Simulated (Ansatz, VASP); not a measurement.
# AlRu in VASP and in Ansatz

```xyz
2
Lattice="2.9317 0.0000 0.0000 0.0000 2.9317 0.0000 0.0000 0.0000 2.9317" Properties=species:S:1:pos:R:3 pbc="T T T"
Al    0.0000    0.0000    0.0000
Ru    1.4658    1.4658    1.4658
```

Change from the starting cell: equal strain along all axes, cell held, atoms relaxed: -1.5 %.

Alike in both runs: task single point; functional PBEsol; k mesh 18 × 18 × 18; occupations gaussian, width 0.1 eV; no spin polarisation.

|  | VASP | Ansatz |
| --- | --- | --- |
| version | VASP 6.6.1 | Ansatz 0.2.0 |
| potentials or method | VASP PAW PBE potentials, release 64 (Al, Ru_pv), cutoff 520 eV | scalar-relativistic, plane waves, PAW |
| valence electrons in the cell | 17 | 19 |

|  | VASP | Ansatz | Ansatz less VASP |
| --- | --- | --- | --- |
| gap on the k mesh at the Fermi level (eV) | none | none | - |
| pressure (GPa) | 11.0 | 10.9 | -0.13 |

VASP's potentials were made for PBE, not for PBEsol. A gap of «none» marks a metal or a gap that the smearing closes. VASP's potentials hold 17 valence electrons a cell and Ansatz's 19, so a difference there can come from the potentials and not from the codes.
